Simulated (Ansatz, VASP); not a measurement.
GaSb3: VASP beside Ansatz

Contents of INCAR:

```
PREC = Accurate ; ENCUT = 520
EDIFF = 1E-6 ; ISMEAR = -1
SIGMA = 0.05 ; LREAL = F
LASPH = T ; NELM = 80
ALGO = Normal ; ISIF = 2
LWAVE = F ; LCHARG = F
NBANDS = 22
```

The input KPOINTS:

```
regular mesh
0
Gamma
  6 6 6
```

Contents of POSCAR:

```
GaSb3
1.0
    0.0000000000      3.6801753734      3.6801753734
    3.6801753734      0.0000000000      3.6801753734
    3.6801753734      3.6801753734      0.0000000000
Sb Ga
3 1
Direct
    0.5000000000      0.5000000000      0.5000000000
    0.7500000000      0.7500000000      0.7500000000
    0.2500000000      0.2500000000      0.2500000000
    0.0000000000      0.0000000000      0.0000000000
```

Contents of input.yaml:

```yaml
crystal:
  lattice:
    - [0.0, 3.6801753734, 3.6801753734]
    - [3.6801753734, 0.0, 3.6801753734]
    - [3.6801753734, 3.6801753734, 0.0]
  atoms:
    - { symbol: Sb, position: [0.5, 0.5, 0.5] }
    - { symbol: Sb, position: [0.75, 0.75, 0.75] }
    - { symbol: Sb, position: [0.25, 0.25, 0.25] }
    - { symbol: Ga, position: [0.0, 0.0, 0.0] }
kpoints:
  mp_grid: { grid: [6, 6, 6] }
scf:
  occupations: { method: fermi_dirac, width: 0.05 }
hamiltonian:
  xc: lda
  pseudopotentials: { kind: all_electron, lapw: { basis_error: 0.002 } }
output:
  forces: true
  stress: true
  eigenvalues: true
```

Change from the starting cell: volume scaled by 0.96.

Alike in both runs: task single point; functional LDA; k mesh 6 × 6 × 6; occupations fermi-dirac, width 0.05 eV; no spin polarisation.

|  | VASP | Ansatz |
| --- | --- | --- |
| version | VASP 6.6.1 | Ansatz 0.2.0 |
| potentials or method | VASP PAW LDA potentials, release 64 (Sb, Ga_d), cutoff 520 eV | all-electron LAPW, scalar-relativistic |

```tsv
	VASP	Ansatz	Ansatz less VASP
gap on the k mesh at the Fermi level (eV)	none	none	-
pressure (GPa)	-2.6	-2.6	-0.01
```

LDA's correlation is that of Perdew and Zunger in VASP and of Perdew and Wang (1992) in Ansatz. A gap of «none» marks a metal or a gap that the smearing closes. Ansatz ran all-electron here, and VASP with PAW potentials.

Spin-orbit coupling is off throughout.
